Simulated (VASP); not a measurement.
A run of VASP 6.6.1 is set up as follows.

INCAR

```
PREC = Accurate
ENCUT = 600
EDIFF = 1E-7
ISMEAR = 0
SIGMA = 0.1
LREAL = False
LASPH = True
NELM = 80
ALGO = Normal
ISIF = 3
LWAVE = False
LCHARG = False
GGA = PE
IBRION = 2
NSW = 100
EDIFFG = -0.01
```

KPOINTS

```
regular mesh
0
Gamma
  8 8 8
```

Contents of POSCAR:

```
MgCdTe3
1.0
    5.5022345559      0.0000000000      0.0000000000
    0.0000000000      5.5022345559      0.0000000000
    0.0000000000      0.0000000000      5.5022345559
Mg Cd Te
1 1 3
Direct
    0.5000000000      0.5000000000      0.5000000000
    0.0000000000      0.0000000000      0.0000000000
    0.0000000000      0.5000000000      0.5000000000
    0.5000000000      0.0000000000      0.5000000000
    0.5000000000      0.5000000000      0.0000000000
```

Potentials or basis: VASP PAW PBE potentials, release 64 (Mg, Cd, Te).

Command:

```sh
$ cat potpaw_PBE.64/Mg/POTCAR potpaw_PBE.64/Cd/POTCAR potpaw_PBE.64/Te/POTCAR > POTCAR
$ mpirun -np 1 vasp_std > vasp.out
```

(1) Estimate the band gap on the k mesh.

Answers

(1) zero (band 16 reaches 4.02 eV, above the bottom of band 17 at 2.89 eV).

Caveat: the relaxation stopped at its first step, so nothing moved; spin-orbit coupling is left out, which moves the levels of the heavy elements.
